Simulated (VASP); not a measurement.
A run of VASP 6.6.1 is set up as follows.

The input INCAR:

```
ALGO     = Fast           # electronic algorithm
EDIFF    = 1E-7           # SCF threshold, eV
ENCUT    = 520            # plane-wave cutoff, eV
GGA      = PS             # functional
ISIF     = 2              # what is computed and relaxed
ISMEAR   = 0              # smearing method
LASPH    = T              # aspherical terms in the spheres
LCHARG   = F              # write CHGCAR
LREAL    = F              # projectors in reciprocal space
LWAVE    = F              # write WAVECAR
NBANDS   = 36             # bands
NELM     = 80             # most SCF steps
PREC     = Accurate       # precision mode
SIGMA    = 0.1            # smearing width, eV
```

KPOINTS

```
k-points
0
Gamma
  9 9 2
```

Contents of POSCAR:

```
W
1.0
    2.9009331593      0.0000000000      0.0000000000
   -1.4504665796      2.5122818107      0.0000000000
    0.0000000000      0.0000000000      9.3560820043
W
4
Direct
    0.0000000000      0.0000000000      0.0000000000
    0.0000000000      0.0000000000      0.5000000000
    0.3333333333      0.6666666667      0.7500000000
    0.6666666667      0.3333333333      0.2500000000
```

Potentials or basis: VASP PAW PBE potentials, release 64 (W_sv).

The run is started by

```bash
$ cat potpaw_PBE.64/W_sv/POTCAR > POTCAR
$ mpirun -np 1 vasp_std > vasp.out
```

**Question.** Predict the pressure.

**Answer.** -16.8 GPa.

**Question.** Predict the band gap on the k mesh.

**Answer.** Zero (bands 28 and 29 overlap by 1.28 eV).

Stress tensor (GPa, compression positive):
```
-19.81   0.00   0.00
  0.00 -19.81   0.00
  0.00   0.00 -10.64
```

Caveat: the stress differs along the axes, from -20 to -11 GPa; the PAW data sets were made with another functional, which shifts forces and pressure a little; spin-orbit coupling is left out, which moves the levels of the heavy elements.
